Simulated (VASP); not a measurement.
Runs of VASP 6.6.1 on CoPtO2. The structure is that of space group R-3m (No. 166), or close to it. The cells are those of the table. 

| cell | smearing | gap on the mesh (eV) | pressure (GPa) | largest force (eV/Å) |
| --- | --- | --- | --- | --- |
| a = 6.112 Å, angles 26.3°, 4 atoms | gaussian 0.1 eV | none | 16.5 | 0.01 |
| a = 6.185 Å, angles 26.7°, 4 atoms | gaussian 0.15 eV | none | (a) | 0.01 |
| a = 6.149 Å, angles 26.5°, 4 atoms | gaussian 0.1 eV | none | 7.6 | 0.02 |
| a = 6.074 Å, angles 26.1°, 4 atoms | gaussian 0.1 eV | none | 27.1 | 0.01 |

Alike in all rows: task single point; level PBE; potentials or basis VASP PAW PBE potentials, release 64 (Co, Pt, O); no spin polarisation; k mesh 18 × 18 × 18; cutoff (eV) 520.

Fill in the values left out.

(a) 0.2.

Caveats: spin-orbit coupling is left out, which moves the levels of the heavy elements; an odd number of electrons without spin polarisation forces a metal; a magnetic or distorted state may lie lower; the run has no spin polarisation, though such a crystal can be magnetic; semilocal functionals often make such compounds metallic where correlation or magnetic order opens a gap, which also shifts bond lengths; the cell stands under pressure (at least some runs).

A k mesh can miss the band edges, and the runs leave out spin-orbit coupling on Pt.

A gap of «none» marks levels without a gap at the run's occupations.
